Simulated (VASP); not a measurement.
Set up this calculation in VASP 6.6.1, as the native input.

| Property | Result |
| --- | --- |
| Task | single point |
| Functional | PBE |
| Potentials or basis | VASP PAW PBE potentials, release 64 (W_sv, S) |
| Cutoff | 520 eV |
| k mesh | 12 × 12 × 1 |
| Occupations | gaussian, width 0.02 eV |
| Spin | no spin polarisation |
| Dipole correction | no |
| Further INCAR settings | ALGO = Normal; EDIFF = 1e-06; NBANDS = 49 |

The structure of WS2 lies in POSCAR:

```
WS2
1.0
    3.1829541699      0.0000000000      0.0000000000
   -1.5914770850      2.7565191702      0.0000000000
    0.0000000000      0.0000000000     28.5322178600
W S
3 6
Direct
    0.6666666667      0.3333333333      0.6592864300
    0.3333333333      0.6666666667      0.8855337800
    0.3333333333      0.6666666667      0.4343616800
    0.6666666667      0.3333333333      0.9401857300
    0.6666666667      0.3333333333      0.4890304200
    0.3333333333      0.6666666667      0.7139522100
    0.6666666667      0.3333333333      0.8308482800
    0.6666666667      0.3333333333      0.3797102500
    0.3333333333      0.6666666667      0.6046252100
```

These files were run (other wordings do the same):

INCAR

```
SYSTEM = WS2
PREC = Accurate
ENCUT = 520
EDIFF = 1E-6
ISMEAR = 0
SIGMA = 0.02
LREAL = .False.
LASPH = .True.
NELM = 80
ALGO = Normal
ISIF = 2
LWAVE = .False.
LCHARG = .False.
GGA = PE
NBANDS = 49
```

KPOINTS

```
regular mesh
0
Gamma
  12 12 1
  0 0 0
```

Potentials or basis: VASP PAW PBE potentials, release 64 (W_sv, S).

The run is started by

```console
$ cat potpaw_PBE.64/W_sv/POTCAR potpaw_PBE.64/S/POTCAR > POTCAR
$ mpirun -np 1 vasp_std > vasp.out
```

Results of the run:

The largest force is 0.269 eV/Å and the band gap on the k mesh is 1.36 eV, indirect (least direct gap 1.76 eV).

Caveat: spin-orbit coupling is left out, which moves the levels of the heavy elements.

It took 13 min on 1 thread of AMD EPYC 7R13, on a shared host, peak memory 0.41 GiB.
